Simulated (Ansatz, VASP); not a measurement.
## Cd: VASP beside Ansatz

```
CELL_PARAMETERS angstrom
-1.76458 1.76458 1.76458
1.76458 -1.76458 1.76458
1.76458 1.76458 -1.76458
ATOMIC_POSITIONS crystal
Cd 0.00000 0.00000 0.00000
```

Alike in both runs: task single point; functional RPBE; k mesh 14 × 14 × 14; occupations fermi-dirac, width 0.1 eV; no spin polarisation.

|  | VASP | Ansatz |
| --- | --- | --- |
| version | VASP 6.6.1 | Ansatz 0.2.0 |
| potentials or method | VASP PAW PBE potentials, release 64 (Cd), cutoff 520 eV | plane waves (420 eV) with PAW, scalar-relativistic |
| valence electrons in the cell | 12 | 20 |

|  | VASP | Ansatz | Ansatz less VASP |
| --- | --- | --- | --- |
| pressure (GPa) | 5.6 | 5.3 | -0.27 |

VASP's potentials were made for PBE, not for RPBE. VASP's potentials hold 12 valence electrons a cell and Ansatz's 20, so a difference there can come from the potentials and not from the codes.
